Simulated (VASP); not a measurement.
Input of a VASP 6.6.1 run:

Contents of INCAR:

```
PREC = Accurate
ENCUT = 520
EDIFF = 1E-7
ISMEAR = -1
SIGMA = 0.05
LREAL = False
LASPH = True
NELM = 80
ALGO = Normal
ISIF = 2
LWAVE = False
LCHARG = False
GGA = PE
NBANDS = 11
```

Contents of KPOINTS:

```
Automatic mesh
0
Gamma
  9 9 9
```

The input POSCAR:

```
BeS
1.0
    0.0000000000      2.4087243418      2.4087243418
    2.4087243418      0.0000000000      2.4087243418
    2.4087243418      2.4087243418      0.0000000000
S Be
1 1
Direct
    0.7500000000      0.7500000000      0.7500000000
    0.0000000000      0.0000000000      0.0000000000
```

Potentials or basis: VASP PAW PBE potentials, release 64 (S, Be).

Run with:

```sh
$ cat potpaw_PBE.64/S/POTCAR potpaw_PBE.64/Be/POTCAR > POTCAR
$ mpirun -np 1 vasp_std > vasp.out
```

Q: Predict the pressure.

A: 3.6 GPa.

Q: Estimate the band gap on the k mesh.

A: 3.16 eV, indirect (least direct gap 5.66 eV).

A k mesh can miss the band edges. PBE gaps usually lie below the measured ones, often by a third to a half.
